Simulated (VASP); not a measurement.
# MgB2 (P6/mmm) in VASP: further runs

The runs below take MgB2 through single point, relaxation of cell and atoms, with revPBE+D3(BJ), revPBE+D4.

Everything below comes from runs of VASP 6.6.1. Logs are shortened: lines on timing, memory, paths and dates and some standing lists are left out, and cuts for length are marked.

### Step 1. The cell of the first run

The structure is hexagonal, space group P6/mmm (No. 191). Conventional cell: a = 3.043 Å, b = 3.043 Å, c = 3.425 Å, α = 90.00°, β = 90.00°, γ = 120.00°. Within 3.2 Å of Mg (site symmetry 6/mmm) lie 12 B at 2.45 Å and 6 Mg at 3.04 Å. B (site symmetry -6m2) has 3 B at 1.76 Å within 2.3 Å.

### Step 2. Single point, revPBE+D3(BJ)

INCAR

```
ALGO = Normal ; EDIFF = 1E-6
ENCUT = 520 ; GGA = RE
ISIF = 2 ; ISMEAR = -1
IVDW = 12 ; LASPH = T
LCHARG = T ; LELF = T
LREAL = F ; LVHAR = T
LWAVE = F ; NBANDS = 11
NELM = 100 ; PREC = Accurate
SIGMA = 0.05
```

KPOINTS

```
k-points
0
Gamma
  10 10 8
```

POSCAR

```
MgB2
1.0
    3.0427046580      0.0000000000      0.0000000000
   -1.5213523290      2.6350595301      0.0000000000
    0.0000000000      0.0000000000      3.4253999179
Mg B
1 2
Direct
    0.0000000000      0.0000000000      0.0000000000
    0.6666666667      0.3333333333      0.5000000000
    0.3333333333      0.6666666667      0.5000000000
```

Potentials or basis: VASP PAW PBE potentials, release 64 (Mg, B).

Launch:

```console
$ cat potpaw_PBE.64/Mg/POTCAR potpaw_PBE.64/B/POTCAR > POTCAR
$ mpirun -np 1 vasp_std > vasp.out
```

OUTCAR:

```text
EDIFF = 1E-6
   ENCUT = 520
   GGA = RE
   ISIF = 2
   ISMEAR = -1
   IVDW = 12
   LASPH = T
   LREAL = F
   NELM = 100
   PREC = Accurate
 IVDW          = 12

 ion  position               nearest neighbor table
   1  0.000  0.000  0.000-   2 2.45   3 2.45   2 2.45   3 2.45   2 2.45   2 2.45   3 2.45   3 2.45
                             2 2.45   2 2.45   3 2.45   3 2.45
   2  0.667  0.333  0.500-   3 1.76   3 1.76   3 1.76   1 2.45   1 2.45   1 2.45   1 2.45   1 2.45
                             1 2.45
   3  0.333  0.667  0.500-   2 1.76   2 1.76   2 1.76   1 2.45   1 2.45   1 2.45   1 2.45   1 2.45
                             1 2.45

  LATTYP: Found a hexagonal cell.
 ALAT       =     3.0427046580
 C/A-ratio  =     1.1257746981

  Lattice vectors:

 A1 = (   3.0427046580,   0.0000000000,   0.0000000000)
 A2 = (  -1.5213523290,   2.6350595301,   0.0000000000)
 A3 = (   0.0000000000,   0.0000000000,   3.4253999179)

Analysis of symmetry for initial positions (statically):
=====================================================================
 Subroutine PRICEL returns:
 Original cell was already a primitive cell.

 Routine SETGRP: Setting up the symmetry group for a
 hexagonal supercell.

 Subroutine GETGRP returns: Found 24 space group operations
 (whereof 24 operations were pure point group operations)
 out of a pool of 24 trial point group operations.

The static configuration has the point symmetry D_6h.

Analysis of symmetry for dynamics (positions and initial velocities):
=====================================================================
 Subroutine PRICEL returns:
 Original cell was already a primitive cell.

 Routine SETGRP: Setting up the symmetry group for a
 hexagonal supercell.

 Subroutine GETGRP returns: Found 24 space group operations
 (whereof 24 operations were pure point group operations)
 out of a pool of 24 trial point group operations.

The dynamic configuration has the point symmetry D_6h.

 Subroutine INISYM returns: Found 24 space group operations
 (whereof 24 operations are pure point group operations),
 and found     1 'primitive' translations

----------------------------------------------------------------------------------------

                                     Primitive cell

  volume of cell :      27.4639

  direct lattice vectors                    reciprocal lattice vectors
     3.042704658  0.000000000  0.000000000     0.328654967  0.189749034  0.000000000
    -1.521352329  2.635059530  0.000000000     0.000000000  0.379498068  0.000000000
     0.000000000  0.000000000  3.425399918     0.000000000  0.000000000  0.291936715

  length of vectors
     3.042704658  3.042704658  3.425399918     0.379498068  0.379498068  0.291936715

  position of ions in fractional coordinates (direct lattice)
     0.000000000  0.000000000  0.000000000
     0.666666667  0.333333333  0.500000000
     0.333333333  0.666666667  0.500000000

  ion indices of the primitive-cell ions
   primitive index   ion index
                 1           1
                 2           2
                 3           3

----------------------------------------------------------------------------------------

 KPOINTS: k-points

Automatic generation of k-mesh.
 Grid dimensions read from file:
 generate k-points for:   10   10    8

 Generating k-lattice:

  Cartesian coordinates                     Fractional coordinates (reciprocal lattice)
     0.032865497  0.018974903  0.000000000     0.100000000  0.000000000  0.000000000
     0.000000000  0.037949807  0.000000000     0.000000000  0.100000000  0.000000000
     0.000000000  0.000000000  0.036492089     0.000000000  0.000000000  0.125000000

  Length of vectors
     0.037949807  0.037949807  0.036492089

  Shift w.r.t. Gamma in fractional coordinates (k-lattice)
     0.000000000  0.000000000  0.000000000

 Subroutine IBZKPT returns following result:
 ===========================================

 Found     70 irreducible k-points:

 Following reciprocal coordinates:
            Coordinates               Weight
  0.000000  0.000000  0.000000      1.000000
  0.100000  0.000000  0.000000      6.000000
  0.200000  0.000000  0.000000      6.000000
  0.300000  0.000000  0.000000      6.000000
  0.400000  0.000000  0.000000      6.000000
  0.500000  0.000000  0.000000      3.000000
[... 16 lines left out ...]
  0.300000  0.100000  0.125000     24.000000
  0.400000  0.100000  0.125000     24.000000
 [... further k-points ...]
   k-points           NKPTS =     70   k-points in BZ     NKDIM =     70   number of bands    NBANDS=     11
   number of dos      NEDOS =    301   number of ions     NIONS =      3
   total plane-waves  NPLWV =  16128
   dimension x,y,z NGX =    24 NGY =   24 NGZ =   28
   dimension x,y,z NGXF=    48 NGYF=   48 NGZF=   56
   ions per type =               1   2
   NGX,Y,Z   is equivalent  to a cutoff of  13.11, 13.11, 13.59 a.u.
   NGXF,Y,Z  is equivalent  to a cutoff of  26.23, 26.23, 27.18 a.u.
 SYSTEM =  unknown system
   PREC   = accura    normal or accurate (medium, high low for compatibility)
   ISTART =      0    job   : 0-new  1-cont  2-samecut
   ICHARG =      2    charge: 1-file 2-atom 10-const
   ISPIN  =      1    spin polarized calculation?
   LNONCOLLINEAR =      F non collinear calculations
   LSORBIT =      F    spin-orbit coupling
   LASPH  =      T    aspherical Exc in radial PAW
   ENCUT  =  520.0 eV  38.22 Ry    6.18 a.u.   5.66  5.66  6.37*2*pi/ulx,y,z
   NELM   =    100;   NELMIN=  2; NELMDL= -5     # of ELM steps
   EDIFF  = 0.1E-05   stopping-criterion for ELM
   LREAL  =      F    real-space projection
   EDIFFG = 0.1E-04   stopping-criterion for IOM
   NSW    =      0    number of steps for IOM
   IBRION =     -1    ionic relax: 0-MD 1-quasi-New 2-CG
   NFREE  =      0    steps in history (QN), initial steepest desc. (CG)
   ISIF   =      2    stress and relaxation
   ISYM   =      2    0-nonsym 1-usesym 2-fastsym
   POTIM  = 0.5000    time-step for ionic-motion
   TEBEG  =    0.0;   TEEND  =   0.0 temperature during run
   PSTRESS=    0.0 pullay stress
   NELECT =       8.0000    total number of electrons
   NUPDOWN=      -1.0000    fix difference up-down
   EMIN   =  10.00;   EMAX   =-10.00  energy-range for DOS
   EFERMI =   0.00;   METHOD = LEGACY
   ISMEAR =    -1;   SIGMA  =   0.05  broadening in eV -4-tet -1-fermi 0-gaus
   EFERMI_NEDOS =   21; number of points for ismear=-14 and -15
   IALGO  =     38    algorithm
   IMIX   =      4    mixing-type and parameters
     AMIX     =   0.40;   BMIX     =  1.00
     AMIX_MAG =   1.60;   BMIX_MAG =  1.00
  volume/ion in A,a.u.               =       9.15        61.78
  Fermi-wavevector in a.u.,A,eV,Ry     =   1.085220  2.050768 16.023605  1.177702
  Thomas-Fermi vector in A             =   2.221328
   LORBIT       =      0    0 simple, 1 ext, 2 COOP (PROOUT), +10 PAW based schemes
   GGA     = RE    functional components
   LHFCALC =     F    Hartree Fock is set to
   AEXX    =    0.0000 exact exchange contribution
   IVDW    =    12    specifies the selected vdW correction
   LEPSILON=     F    determine dielectric tensor
   LRPA    =     F    only Hartree local field effects (RPA)
 non-spin polarized calculation
  energy-cutoff  :      520.00
  volume of cell :       27.46
 maximum number of plane-waves:       757
 NGX is ok and might be reduce to    24
   NGX = 11   NGY = 11   NGZ = 13

 number of electron       8.0000000 magnetization

 Free energy of the ion-electron system (eV)
  ---------------------------------------------------
  ext. energy  EPLUGINS =         0.00000000
  ---------------------------------------------------
  free energy    TOTEN  =       -14.62553765 eV

  energy without entropy =      -14.61990483  energy(sigma->0) =      -14.62272124

 E-fermi :   5.8055     XC(G=0): -11.0702

 val. band max:        5.7871328992   @ k =   0.4000   0.2000   0.1250
 cond. band min:       5.8767901527   @ k =   0.1000   0.0000   0.2500
 fundamental gap:      0.0896572535
 Fermi energy:         5.8055045826

 k-point     1 :       0.0000    0.0000    0.0000
  band No.  band energies     occupation
      1      -7.0284      2.00000
      2       2.8557      2.00000
      3       6.0916      0.00652
      4       6.0916      0.00652
      5       7.7913      0.00000
      6      12.1587      0.00000
      7      12.1587      0.00000
      8      14.1559      0.00000
      9      16.1501      0.00000
     10      18.9132      0.00000
     11      22.5249      0.00000

 k-point     2 :       0.1000    0.0000    0.0000
  band No.  band energies     occupation
      1      -6.8502      2.00000
      2       3.0279      2.00000
      3       5.2113      1.99999
      4       5.6818      1.84469
      5       7.9363      0.00000
      6      12.0682      0.00000
      7      12.9334      0.00000
      8      14.5464      0.00000
      9      15.5065      0.00000
     10      19.7622      0.00000
     11      21.8152      0.00000

 k-point     3 :       0.2000    0.0000    0.0000
  band No.  band energies     occupation
      1      -6.3186      2.00000
      2       3.3002      2.00000
      3       3.5381      2.00000
      4       4.8680      2.00000
      5       8.3829      0.00000
      6      11.5990      0.00000
      7      13.8800      0.00000
      8      14.8201      0.00000
      9      15.3286      0.00000
     10      20.8080      0.00000
     11      21.0487      0.00000

 k-point     4 :       0.3000    0.0000    0.0000
  band No.  band energies     occupation
      1      -5.4433      2.00000
      2       1.1735      2.00000
      3       4.1240      2.00000
      4       4.3597      2.00000
      5       9.0241      0.00000
      6      11.1584      0.00000
      7      11.8707      0.00000
      8      15.2382      0.00000
      9      17.2464      0.00000
     10      19.8897      0.00000
     11      20.9429      0.00000

 k-point     5 :       0.4000    0.0000    0.0000
  band No.  band energies     occupation
      1      -4.2464      2.00000
      2      -0.8409      2.00000
      3       3.6368      2.00000
      4       5.3839      1.99956
      5       9.5246      0.00000
      6      10.0065      0.00000
      7      11.2039      0.00000
      8      14.2597      0.00000
      9      19.2546      0.00000
     10      19.5775      0.00000
     11      20.5120      0.00000
[... 211 lines left out ...]
 k-point    21 :       0.1000    0.1000    0.1250
  band No.  band energies     occupation
      1      -6.3556      2.00000
      2       2.3731      2.00000
      3       4.1295      2.00000
      4       4.8667      2.00000
      5       9.5575      0.00000
      6      12.5165      0.00000
      7      12.9309      0.00000
      8      13.9885      0.00000
      9      16.1938      0.00000
     10      19.0466      0.00000
     11      20.7188      0.00000

 k-point    22 :       0.2000    0.1000    0.1250
  band No.  band energies     occupation
      1      -5.6567      2.00000
      2       2.3246      2.00000
      3       3.0636      2.00000
      4       3.8554      2.00000
      5      10.1267      0.00000
      6      11.5334      0.00000
      7      12.5367      0.00000
      8      14.7753      0.00000
      9      17.2182      0.00000
     10      17.6128      0.00000
     11      20.8075      0.00000

 k-point    23 :       0.3000    0.1000    0.1250
  band No.  band energies     occupation
      1      -4.6259      2.00000
      2       0.3251      2.00000
      3       3.1422      2.00000
      4       4.0721      2.00000
      5       9.5988      0.00000
      6      10.9296      0.00000
      7      12.2279      0.00000
      8      15.4025      0.00000
      9      16.8216      0.00000
     10      18.2149      0.00000
     11      20.6939      0.00000

 k-point    24 :       0.4000    0.1000    0.1250
  band No.  band energies     occupation
      1      -3.3113      2.00000
      2      -1.5210      2.00000
      3       2.8022      2.00000
      4       5.1247      2.00000
      5       8.0938      0.00000
      6      11.1006      0.00000
      7      12.6242      0.00000
      8      14.6758      0.00000
      9      16.4495      0.00000
     10      19.8614      0.00000
     11      20.6499      0.00000

 [... further k-points ...]

------------------------ aborting loop because EDIFF is reached ----------------------------------------

 Edisp (eV)   -1.76834

 E8    (eV) :    -1.1729

  FORCE on cell =-STRESS in cart. coord.  units (eV):
  Direction    XX          YY          ZZ          XY          YZ          ZX
  --------------------------------------------------------------------------------------
  -------------------------------------------------------------------------------------
  Total      -0.05082    -0.05082    -0.08425     0.00000    -0.00000     0.00000
  in kB      -2.96454    -2.96454    -4.91513     0.00000    -0.00000     0.00000
  external pressure =       -3.61 kB  Pullay stress =        0.00 kB

 VOLUME and BASIS-vectors are now :
 -----------------------------------------------------------------------------
  energy-cutoff  :      520.00
  volume of cell :       27.46
      direct lattice vectors                 reciprocal lattice vectors
     3.042704658  0.000000000  0.000000000     0.328654967  0.189749034  0.000000000
    -1.521352329  2.635059530  0.000000000     0.000000000  0.379498068  0.000000000
     0.000000000  0.000000000  3.425399918     0.000000000  0.000000000  0.291936715

 POSITION                                       TOTAL-FORCE (eV/Angst)
 -----------------------------------------------------------------------------------
      0.00000      0.00000      0.00000         0.000000      0.000000      0.000000
      1.52135      0.87835      1.71270        -0.000000      0.000000      0.000000
     -0.00000      1.75671      1.71270         0.000000     -0.000000     -0.000000
 -----------------------------------------------------------------------------------
    total drift:                                0.000000     -0.000000      0.000000

  FREE ENERGIE OF THE ION-ELECTRON SYSTEM (eV)
  ---------------------------------------------------
  free  energy   TOTEN  =       -16.3938733052 eV

  energy  without entropy=      -16.3882404847  energy(sigma->0) =      -16.39105689
```

Run time: 13 s. Hardware: 1 thread of Intel Xeon Platinum 8259CL at 2.50GHz (Skylake/Cascade Lake), shared host; peak memory 0.17 GiB.

Results:

```yaml
Free_energy: -16.3939 eV
Pressure: -0.4 GPa
Band_gap_on_the_k_mesh: zero (band 4 reaches 6.98 eV, above the bottom of band 5 at 4.31 eV)
Dispersion_energy_per_atom: -0.589 eV
```

Caveat: the PAW data sets were made with another functional, which shifts forces and pressure a little; pairwise dispersion overbinds metals, which lowers pressure and volume.

### Step 3. Single point, revPBE+D4

This run uses another cell than the first one, of 9.23 Å³/atom, 1.008 times its volume.

INCAR

```
SYSTEM = MgB2
ALGO = Normal
EDIFF = 1E-7
ENCUT = 520
GGA = RE
ISIF = 2
ISMEAR = -1
IVDW = 13
LASPH = .TRUE.
LCHARG = .FALSE.
LREAL = .FALSE.
LWAVE = .FALSE.
NBANDS = 11
NELM = 60
PREC = Accurate
SIGMA = 0.05
```

KPOINTS

```
k-points
0
G
  10 10 8
  0 0 0
```

POSCAR

```
MgB2
1.0
    3.0553824175      0.0000000000      0.0000000000
   -1.5276912088      2.6460387919      0.0000000000
    0.0000000000      0.0000000000      3.4247804076
Mg B
1 2
Direct
    0.0000000000      0.0000000000      0.0000000000
    0.6666666667      0.3333333333      0.5000000000
    0.3333333333      0.6666666667      0.5000000000
```

Potentials or basis: VASP PAW PBE potentials, release 64 (Mg, B).

Launch:

```console
$ cat potpaw_PBE.64/Mg/POTCAR potpaw_PBE.64/B/POTCAR > POTCAR
$ mpirun -np 1 vasp_std > vasp.out
```

It took 15 s on 1 thread of Intel Xeon Platinum 8259CL at 2.50GHz (Skylake/Cascade Lake), shared host; peak memory 0.16 GiB.

The run converged. Its results:

| Property | Result |
| --- | --- |
| Free energy | -15.9840 eV |
| Pressure | -0.4 GPa |
| Band gap on the k mesh | zero (band 4 reaches 6.94 eV, above the bottom of band 5 at 4.25 eV) |
| Dispersion energy per atom | -0.449 eV |

Stress tensor (GPa, compression positive):
```
-0.30  0.00  0.00
 0.00 -0.30  0.00
 0.00  0.00 -0.48
```

Levels at points of the mesh, in eV from the Fermi level:
```tsv
k point	band 1	band 2	band 3	band 4	band 5	band 6	band 7	band 8	band 9
(0.00, 0.00, 0.00)	-12.78	-2.89	0.26	0.26	2.04	6.27	6.27	8.19	10.25
(0.50, 0.00, 0.00)	-8.82	-8.11	-2.34	0.27	3.25	3.78	5.76	7.74	13.18
(0.00, 0.00, 0.50)	-11.39	-7.65	0.70	0.70	6.61	6.61	7.98	10.23	10.91
(0.50, 0.00, 0.50)	-7.74	-7.12	-3.76	-2.01	-1.38	5.80	9.07	9.15	14.01
```

Caveat: the PAW data sets were made with another functional, which shifts forces and pressure a little; pairwise dispersion overbinds metals, which lowers pressure and volume.

### Step 4. Relaxation of cell and atoms, revPBE+D3(BJ)

This run uses another cell than the first one, of 9.68 Å³/atom, 1.057 times its volume.

INCAR

```
SYSTEM = MgB2
PREC = Accurate
ENCUT = 600
EDIFF = 1E-6
ISMEAR = -1
SIGMA = 0.05
LREAL = .FALSE.
LASPH = .TRUE.
NELM = 80
ALGO = Normal
ISIF = 3
LWAVE = .FALSE.
LCHARG = .FALSE.
GGA = RE
IVDW = 12
IBRION = 2
NSW = 60
EDIFFG = -0.01
```

KPOINTS

```
Automatic mesh
0
G
  10 10 8
  0 0 0
```

POSCAR

```
MgB2
1.0
    3.0850000000      0.0000000000      0.0000000000
   -1.5425000000      2.6716883707      0.0000000000
    0.0000000000      0.0000000000      3.5230000000
Mg B
1 2
Direct
    0.0000000000      0.0000000000      0.0000000000
    0.6666666667      0.3333333333      0.5000000000
    0.3333333333      0.6666666667      0.5000000000
```

Launch:

```console
$ cat potpaw_PBE.64/Mg/POTCAR potpaw_PBE.64/B/POTCAR > POTCAR
$ mpirun -np 1 vasp_std > vasp.out
```

Run time: 45 s. Hardware: 1 thread of Intel Xeon Platinum 8259CL at 2.50GHz (Skylake/Cascade Lake), shared host; peak memory 0.19 GiB.

The run converged. Its results:

* Free energy: -16.3970 eV
* Relaxed volume: 9.13 Å³/atom
* Relaxed cell: a = 3.041 Å, b = 3.041 Å, c = 3.420 Å, α = 90.00°, β = 90.00°, γ = 120.00°
* Space group after relaxing (to 0.05 Å): P6/mmm (No. 191)
* Energy gained by relaxing: 14.5 meV/atom
* Ionic steps: 5
* Pressure after relaxing: 0.0 GPa
* Band gap on the k mesh: zero (band 4 reaches 7.01 eV, above the bottom of band 5 at 4.32 eV)
* Dispersion energy per atom: -0.591 eV

Step by step:
```csv
step,energy change (eV),largest force (eV/Å),pressure (GPa),volume (Å³)
1,0.0000,0.0000,-8.03,29.04
2,-0.0366,0.0000,2.79,27.05
3,-0.0404,0.0000,0.06,27.49
4,-0.0431,0.0000,0.05,27.43
5,-0.0435,0.0000,0.03,27.39
```

Final structure:
```cif
data_structure
_symmetry_space_group_name_H-M 'P 1'
_symmetry_Int_Tables_number 1
_cell_length_a 3.0411
_cell_length_b 3.0411
_cell_length_c 3.4196
_cell_angle_alpha 90.000
_cell_angle_beta 90.000
_cell_angle_gamma 120.000
_cell_volume 27.39
loop_
_atom_site_label
_atom_site_type_symbol
_atom_site_fract_x
_atom_site_fract_y
_atom_site_fract_z
_atom_site_occupancy
Mg1 Mg 0.00000 0.00000 0.00000 1
B1 B 0.66667 0.33333 0.50000 1
B2 B 0.33333 0.66667 0.50000 1
```

Levels at points of the mesh, in eV from the Fermi level:
| k point | band 2 | band 3 | band 4 | band 5 | band 6 | band 7 |
| --- | --- | --- | --- | --- | --- | --- |
| (0.00, 0.00, 0.00) | -2.94 | 0.28 | 0.28 | 2.01 | 6.35 | 6.35 |
| (0.50, 0.00, 0.00) | -8.16 | -2.34 | 0.24 | 3.26 | 3.83 | 5.77 |
| (0.00, 0.00, 0.50) | -7.71 | 0.72 | 0.72 | 6.68 | 6.68 | 8.09 |
| (0.50, 0.00, 0.50) | -7.17 | -3.79 | -2.02 | -1.39 | 5.90 | 9.16 |

Caveat: the PAW data sets were made with another functional, which shifts forces and pressure a little; pairwise dispersion overbinds metals, which lowers pressure and volume.

[end of part 1 of 2]
